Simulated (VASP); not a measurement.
# ZrN (Fm-3m) in VASP: a series of runs

ZrN is run at these levels: PBEsol; tasks: vibrations by perturbation theory, elastic constants.

Everything below comes from runs of VASP 6.6.1. Logs are shortened: lines on timing, memory, paths and dates and some standing lists are left out, and cuts for length are marked.

## (1) The cell of the first run

Symmetry: Fm-3m, No. 225, cubic system. The conventional cell has a = 4.531 Å, b = 4.531 Å, c = 4.531 Å, α = 90.00°, β = 90.00°, γ = 90.00°. Within 3.0 Å of Zr (site symmetry m-3m) lie 6 N at 2.27 Å. N (site symmetry m-3m) has 6 Zr at 2.27 Å within 3.0 Å.

## (2) Vibrations by perturbation theory, PBEsol

Contents of INCAR:

```
  PREC = Accurate
  ENCUT = 600
  EDIFF = 1E-8
  ISMEAR = -1
  SIGMA = 0.15
  LREAL = F
  LASPH = T
  NELM = 120
  ALGO = Normal
  ISIF = 2
  LWAVE = F
  LCHARG = F
  GGA = PS
  NBANDS = 16
  IBRION = 8
  NSW = 1
  GGA_COMPAT = F
```

Contents of KPOINTS:

```
regular mesh
0
Gamma
  16 16 16
```

Contents of POSCAR:

```
ZrN
1.0
    0.0000000000      2.2656091895      2.2656091895
    2.2656091895      0.0000000000      2.2656091895
    2.2656091895      2.2656091895      0.0000000000
Zr N
1 1
Direct
    0.0000000000      0.0000000000      0.0000000000
    0.5000000000      0.5000000000      0.5000000000
```

Potentials or basis: VASP PAW PBE potentials, release 64 (Zr_sv, N).

Command:

```sh
$ cat potpaw_PBE.64/Zr_sv/POTCAR potpaw_PBE.64/N/POTCAR > POTCAR
$ mpirun -np 1 vasp_std > vasp.out
```

OUTCAR:

```text
PREC = Accurate
   ENCUT = 600
   EDIFF = 1E-8
   ISMEAR = -1
   LREAL = F
   LASPH = T
   NELM = 120
   ISIF = 2
   GGA = PS
   IBRION = 8
   NSW = 1

 ion  position               nearest neighbor table
   1  0.000  0.000  0.000-   2 2.27   2 2.27   2 2.27   2 2.27   2 2.27   2 2.27
   2  0.500  0.500  0.500-   1 2.27   1 2.27   1 2.27   1 2.27   1 2.27   1 2.27

  LATTYP: Found a face centered cubic cell.
 ALAT       =     4.5312183790

  Lattice vectors:

 A1 = (   0.0000000000,   2.2656091895,   2.2656091895)
 A2 = (   2.2656091895,   0.0000000000,   2.2656091895)
 A3 = (   2.2656091895,   2.2656091895,   0.0000000000)

Analysis of symmetry for initial positions (statically):
=====================================================================
 Subroutine PRICEL returns:
 Original cell was already a primitive cell.

 Routine SETGRP: Setting up the symmetry group for a
 face centered cubic supercell.

 Subroutine GETGRP returns: Found 48 space group operations
 (whereof 48 operations were pure point group operations)
 out of a pool of 48 trial point group operations.

The static configuration has the point symmetry O_h .

Analysis of symmetry for dynamics (positions and initial velocities):
=====================================================================
 Subroutine PRICEL returns:
 Original cell was already a primitive cell.

 Routine SETGRP: Setting up the symmetry group for a
 face centered cubic supercell.

 Subroutine GETGRP returns: Found 48 space group operations
 (whereof 48 operations were pure point group operations)
 out of a pool of 48 trial point group operations.

The dynamic configuration has the point symmetry O_h .

 Subroutine INISYM returns: Found 48 space group operations
 (whereof 48 operations are pure point group operations),
 and found     1 'primitive' translations

----------------------------------------------------------------------------------------

                                     Primitive cell

  volume of cell :      23.2587

  direct lattice vectors                    reciprocal lattice vectors
     0.000000000  2.265609190  2.265609190    -0.220691195  0.220691195  0.220691195
     2.265609190  0.000000000  2.265609190     0.220691195 -0.220691195  0.220691195
     2.265609190  2.265609190  0.000000000     0.220691195  0.220691195 -0.220691195

  length of vectors
     3.204055243  3.204055243  3.204055243     0.382248363  0.382248363  0.382248363

  position of ions in fractional coordinates (direct lattice)
     0.000000000  0.000000000  0.000000000
     0.500000000  0.500000000  0.500000000

  ion indices of the primitive-cell ions
   primitive index   ion index
                 1           1
                 2           2

----------------------------------------------------------------------------------------

 KPOINTS: regular mesh

Automatic generation of k-mesh.
 Grid dimensions read from file:
 generate k-points for:   16   16   16

 Generating k-lattice:

  Cartesian coordinates                     Fractional coordinates (reciprocal lattice)
    -0.013793200  0.013793200  0.013793200     0.062500000  0.000000000  0.000000000
     0.013793200 -0.013793200  0.013793200     0.000000000  0.062500000  0.000000000
     0.013793200  0.013793200 -0.013793200     0.000000000  0.000000000  0.062500000

  Length of vectors
     0.023890523  0.023890523  0.023890523

  Shift w.r.t. Gamma in fractional coordinates (k-lattice)
     0.000000000  0.000000000  0.000000000

 Subroutine IBZKPT returns following result:
 ===========================================
[... 73 lines left out ...]
   GGA     = PS    functional components
   LHFCALC =     F    Hartree Fock is set to
   AEXX    =    0.0000 exact exchange contribution
   IVDW    =     0    specifies the selected vdW correction
   LEPSILON=     F    determine dielectric tensor
   LRPA    =     F    only Hartree local field effects (RPA)
 non-spin polarized calculation
  energy-cutoff  :      600.00
  volume of cell :       23.26
 maximum number of plane-waves:       791
 NGX is ok and might be reduce to    28
   NGX = 13   NGY = 13   NGZ = 13

--------------------------------------- Ionic step        1  -------------------------------------------

 number of electron      17.0000001 magnetization

 Free energy of the ion-electron system (eV)
  ---------------------------------------------------
  ext. energy  EPLUGINS =         0.00000000
  ---------------------------------------------------
  free energy    TOTEN  =       -21.57285365 eV

  energy without entropy =      -21.52699550  energy(sigma->0) =      -21.54992457

 E-fermi :  12.2754     XC(G=0): -12.8654

 val. band max:       12.2725614277   @ k =  -0.1250   0.0625   0.0000
 cond. band min:      12.2820303134   @ k =  -0.4375   0.3125   0.1250
 fundamental gap:      0.0094688857
 Fermi energy:        12.2753947999

 k-point     1 :       0.0000    0.0000    0.0000
  band No.  band energies     occupation
      1     -37.0728      2.00000
      2     -14.6836      2.00000
      3     -14.6836      2.00000
      4     -14.6836      2.00000
      5      -4.0745      2.00000
      6       9.5987      2.00000
[... 433 lines left out ...]
      3     -14.7158      2.00000
      4     -14.6846      2.00000
      5      -3.8453      2.00000
      6       8.6745      2.00000
[... 8 lines left out ...]
     15      22.1684      0.00000
     16      33.0972      0.00000

 [... further k-points ...]

------------------------ aborting loop because EDIFF is reached ----------------------------------------

  FORCE on cell =-STRESS in cart. coord.  units (eV):
  Direction    XX          YY          ZZ          XY          YZ          ZX
  --------------------------------------------------------------------------------------
  -------------------------------------------------------------------------------------
  Total        0.6240368      0.6240368      0.6240368      0.0000000     -0.0000000      0.0000000
  in kB       42.9868704     42.9868704     42.9868704      0.0000000     -0.0000000      0.0000000
  external PRESSURE =      42.9868704 kB  Pullay stress =       0.0000000 kB

 VOLUME and BASIS-vectors are now :
 -----------------------------------------------------------------------------
  energy-cutoff  :      600.00
  volume of cell :       23.26
      direct lattice vectors                 reciprocal lattice vectors
     0.000000000  2.265609190  2.265609190    -0.220691195  0.220691195  0.220691195
     2.265609190  0.000000000  2.265609190     0.220691195 -0.220691195  0.220691195
     2.265609190  2.265609190  0.000000000     0.220691195  0.220691195 -0.220691195

 POSITION                                       TOTAL-FORCE (eV/Angst)
 -----------------------------------------------------------------------------------
      0.00000      0.00000      0.00000        -0.000000     -0.000000     -0.000000
      2.26561      2.26561      2.26561         0.000000      0.000000      0.000000
 -----------------------------------------------------------------------------------
    total drift:                                0.000000      0.000000      0.000000

  FREE ENERGIE OF THE ION-ELECTRON SYSTEM (eV)
  ---------------------------------------------------
  free  energy   TOTEN  =       -21.5728536518 eV

  energy  without entropy=      -21.5269954966  energy(sigma->0) =      -21.54992457

[... ionic steps 2 to 3 ...]

--------------------------------------- Ionic step        4  -------------------------------------------

------------------------ aborting loop because EDIFF is reached ----------------------------------------

[... ionic steps 5 to 6 ...]

--------------------------------------- Ionic step        7  -------------------------------------------

 Free energy of the ion-electron system (eV)
  ---------------------------------------------------
  ---------------------------------------------------
  free energy    TOTEN  =        -0.23187233 eV

  energy without entropy =       -0.23187233

------------------------ aborting loop because EDIFF is reached ----------------------------------------

 INTERNAL STRAIN TENSOR  FOR ION    2  DIRECTION 1   (eV/Angst):
 -----------------------------------------------------------------------------
     0.00359 -0.00000  0.00000
     0.00000 -0.00465 -0.00000
    -0.00000 -0.00000 -0.00465

 INTERNAL STRAIN TENSOR FOR ION    2 for displacements in x,y,z  (eV/Angst):
          X           Y           Z          XY          YZ          ZX
  --------------------------------------------------------------------------------
  x     0.00000     0.00000     0.00000     0.00000     0.00000     0.00000
  y     0.00000     0.00000     0.00000     0.00000     0.00000     0.00000
  z     0.00000     0.00000     0.00000     0.00000     0.00000     0.00000

 SECOND DERIVATIVES (NOT SYMMETRIZED)
 ------------------------------------
               1X          1Y          1Z          2X          2Y          2Z
  1X   -11.953428    0.000000    0.000000   11.953428    0.000000    0.000000
  1Y     0.000000  -11.953428    0.000000    0.000000   11.953428    0.000000
  1Z     0.000000    0.000000  -11.953428    0.000000    0.000000   11.953428
  2X    11.957354    0.000000    0.000000  -11.957354    0.000000    0.000000
  2Y     0.000000   11.957354    0.000000    0.000000  -11.957354    0.000000
  2Z     0.000000    0.000000   11.957354    0.000000    0.000000  -11.957354

 Eigenvectors and eigenvalues of the dynamical matrix
 ----------------------------------------------------

   1 f  =   15.516157 THz    97.490890 2PiTHz  517.563288 cm-1    64.169640 meV
             X         Y         Z           dx          dy          dz
      0.000000  0.000000  0.000000     0.001911   -0.069288    0.358072
      2.265609  2.265609  2.265609    -0.004880    0.176891   -0.914148
[... 21 lines left out ...]
   6 f/i=    0.000865 THz     0.005435 2PiTHz    0.028855 cm-1     0.003578 meV
             X         Y         Z           dx          dy          dz
      0.000000  0.000000  0.000000     0.022526    0.918050   -0.153807
      2.265609  2.265609  2.265609     0.008823    0.359600   -0.060246

--------------------------------------------------------------------------------------------------------

 ELASTIC MODULI CONTR FROM IONIC RELAXATION (kBar)
 Direction    XX          YY          ZZ          XY          YZ          ZX
 --------------------------------------------------------------------------------
 XX           0.0000      0.0000      0.0000      0.0000      0.0000      0.0000
 YY           0.0000      0.0000      0.0000      0.0000      0.0000      0.0000
 ZZ           0.0000      0.0000      0.0000      0.0000      0.0000      0.0000
 XY           0.0000      0.0000      0.0000      0.0000      0.0000      0.0000
 YZ           0.0000      0.0000      0.0000      0.0000      0.0000      0.0000
 ZX           0.0000      0.0000      0.0000      0.0000      0.0000      0.0000
 --------------------------------------------------------------------------------
```

Wall time 31 min (1 thread of AMD EPYC 7R13, shared host); peak memory 0.42 GiB.

What came out:

```
Highest phonon frequency at Γ : 518 cm⁻¹
```

Phonon frequencies in cm⁻¹ (negative: imaginary):
| q point | frequencies |
| --- | --- |
| (0.000, 0.000, 0.000) | 0 0 0 518 518 518 |

Caveat: the cell stands under pressure or tension, which shifts response properties; the PAW data sets were made with another functional, which shifts forces and pressure a little.

## (3) Elastic constants, PBEsol

This run uses another cell than the first one, of 11.67 Å³/atom.

Contents of INCAR:

```
SYSTEM = ZrN
ALGO = Normal ; EDIFF = 1E-8
ENCUT = 600 ; GGA = PS
GGA_COMPAT = .False. ; IBRION = 6
ISIF = 3 ; ISMEAR = -1
LASPH = .True. ; LCHARG = .True.
LREAL = .False. ; LWAVE = .False.
NELM = 120 ; NFREE = 2
NSW = 1 ; POTIM = 0.015
PREC = Accurate ; SIGMA = 0.15
```

Contents of KPOINTS:

```
k-points
0
Gamma
  16 16 16
  0 0 0
```

Contents of POSCAR:

```
ZrN
1.0
    0.0000000000      2.2682763633      2.2682763633
    2.2682763633      0.0000000000      2.2682763633
    2.2682763633      2.2682763633      0.0000000000
Zr N
1 1
Direct
    0.0000000000      0.0000000000      0.0000000000
    0.5000000000      0.5000000000      0.5000000000
```

Potentials or basis: VASP PAW PBE potentials, release 64 (Zr_sv, N).

Command:

```sh
$ cat potpaw_PBE.64/Zr_sv/POTCAR potpaw_PBE.64/N/POTCAR > POTCAR
$ mpirun -np 1 vasp_std > vasp.out
```

Run time: 19 min. Hardware: 1 thread of Intel Xeon 6975P-C (Granite Rapids), shared host; peak memory 0.76 GiB.

Results (log left out):

```yaml
Elastic_constants_C11_C12_C44: 615, 112, 128 GPa
Voigt_bulk_modulus: 279 GPa
Highest_phonon_frequency_at_Γ: 511 cm⁻¹
```

Phonon frequencies in cm⁻¹ (negative: imaginary):
```csv
q point,frequencies
"(0.000, 0.000, 0.000)",0 0 0 511 511 511
```

Elastic tensor in Voigt notation (GPa, in the Cartesian axes of the cell as first typed):
```
615 112 112   0   0   0
112 615 112   0   0   0
112 112 615   0   0   0
  0   0   0 128   0   0
  0   0   0   0 128   0
  0   0   0   0   0 128
```

Clamped-ion elastic tensor (GPa):
```
615 112 112   0   0   0
112 615 112   0   0   0
112 112 615   0   0   0
  0   0   0 128   0   0
  0   0   0   0 128   0
  0   0   0   0   0 128
```

Caveat: the cell is under stress, which shifts elastic constants; the PAW data sets were made with another functional, which shifts forces and pressure a little.
